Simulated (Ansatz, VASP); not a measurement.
## Two plane-wave programs on GaAs

File INCAR:

```
PREC = Accurate
ENCUT = 520
EDIFF = 1E-6
ISMEAR = 0
SIGMA = 0.02
LREAL = Auto
LASPH = True
NELM = 80
ALGO = Normal
ISIF = 2
LWAVE = False
LCHARG = True
LELF = True
LVHAR = True
NBANDS = 86
```

The input KPOINTS:

```
Automatic mesh
0
Gamma
  3 3 3
```

POSCAR

```
GaAs
1.0
    0.0000000000      5.6033815718     -5.6033815718
    5.6033815718      5.6033815718      0.0000000000
    5.6033815718      0.0000000000     -5.6033815718
Ga As
8 8
Direct
    0.5000000000      0.0000000000      0.5000000000
    0.5000000000      0.5000000000      0.5000000000
    0.0000000000      0.0000000000      0.5000000000
    0.0000000000      0.5000000000      0.5000000000
    0.5000000000      0.0000000000      0.0000000000
    0.5000000000      0.5000000000      0.0000000000
    0.0000000000      0.0000000000      0.0000000000
    0.0000000000      0.5000000000      0.0000000000
    0.1250000000      0.1250000000      0.1250000000
    0.1250000000      0.6250000000      0.1250000000
    0.6250000000      0.1250000000      0.1250000000
    0.6250000000      0.6250000000      0.1250000000
    0.1250000000      0.1250000000      0.6250000000
    0.1250000000      0.6250000000      0.6250000000
    0.6250000000      0.1250000000      0.6250000000
    0.6250000000      0.6250000000      0.6250000000
```

Input for Ansatz:

```yaml
crystal:
  lattice:
    - [0.0, 5.6033815718, -5.6033815718]
    - [5.6033815718, 5.6033815718, 0.0]
    - [5.6033815718, 0.0, -5.6033815718]
  atoms:
    - { symbol: Ga, position: [0.5, 0.0, 0.5] }
    - { symbol: Ga, position: [0.5, 0.5, 0.5] }
    - { symbol: Ga, position: [0.0, 0.0, 0.5] }
    - { symbol: Ga, position: [0.0, 0.5, 0.5] }
    - { symbol: Ga, position: [0.5, 0.0, 0.0] }
    - { symbol: Ga, position: [0.5, 0.5, 0.0] }
    - { symbol: Ga, position: [0.0, 0.0, 0.0] }
    - { symbol: Ga, position: [0.0, 0.5, 0.0] }
    - { symbol: As, position: [0.125, 0.125, 0.125] }
    - { symbol: As, position: [0.125, 0.625, 0.125] }
    - { symbol: As, position: [0.625, 0.125, 0.125] }
    - { symbol: As, position: [0.625, 0.625, 0.125] }
    - { symbol: As, position: [0.125, 0.125, 0.625] }
    - { symbol: As, position: [0.125, 0.625, 0.625] }
    - { symbol: As, position: [0.625, 0.125, 0.625] }
    - { symbol: As, position: [0.625, 0.625, 0.625] }
basis:
  ecutwfc: 420
  xc_grid: 2
kpoints:
  mp_grid: { grid: [3, 3, 3], shift: [0.0, 0.0, 0.0] }
hamiltonian:
  xc: lda
scf:
  occupations: { method: gaussian, width: 0.02 }
output:
  forces: true
  stress: true
  eigenvalues: true
```

Alike in both runs: task single point; functional LDA; k mesh 3 × 3 × 3; occupations gaussian, width 0.02 eV; no spin polarisation.

```csv
,VASP,Ansatz
version,VASP 6.6.1,Ansatz 0.2.0
potentials or method,"VASP PAW LDA potentials, release 64 (Ga_d, As), cutoff 520 eV","scalar-relativistic, plane waves, PAW"
valence electrons in the cell,144,224
```

```tsv
	VASP	Ansatz	Ansatz less VASP
gap on the k mesh at the Fermi level (eV)	0.53	0.48	-0.049
least direct gap on the mesh (eV)	0.53	0.48	-0.049
pressure (GPa)	0.2	0.0	-0.29
```

LDA's correlation is that of Perdew and Zunger in VASP and of Perdew and Wang (1992) in Ansatz. VASP's potentials hold 144 valence electrons a cell and Ansatz's 224, so a difference there can come from the potentials and not from the codes.
